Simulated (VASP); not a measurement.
A run of VASP 6.6.1:

Contents of INCAR:

```
SYSTEM = Pt
PREC = Accurate
ENCUT = 520
EDIFF = 1E-6
ISMEAR = 0
SIGMA = 0.15
LREAL = .FALSE.
LASPH = .TRUE.
NELM = 150
ALGO = Fast
ISIF = 2
LWAVE = .FALSE.
LCHARG = .FALSE.
ISPIN = 2
MAGMOM = 0.3 0.3
LORBIT = 11
NUPDOWN = 0.6
LMAXMIX = 4
GGA = CA
NBANDS = 21
```

File KPOINTS:

```
Automatic mesh
0
G
  21 21 10
  0 0 0
```

The input POSCAR:

```
Pt
1.0
    2.7082945876      0.0000000000      0.0000000000
   -1.3541472938      2.3454519138      0.0000000000
    0.0000000000      0.0000000000      4.6765103647
Pt
2
Direct
    0.6666666667      0.3333333333      0.7500000000
    0.3333333333      0.6666666667      0.2500000000
```

Potentials or basis: VASP PAW LDA potentials, release 64 (Pt).

Run with:

```bash
$ cat potpaw_LDA.64/Pt/POTCAR > POTCAR
$ mpirun -np 1 vasp_std > vasp.out
```

Hardware: 1 thread of Oxide Virtual Turin-like Processor (shared host).

Q: How long does it take, and how much memory?

A: Run time: 7.3 min on 1 thread of Oxide Virtual Turin-like Processor, with other jobs on the host, peak memory 0.28 GiB. Counts: scf iterations 13, k points 288.
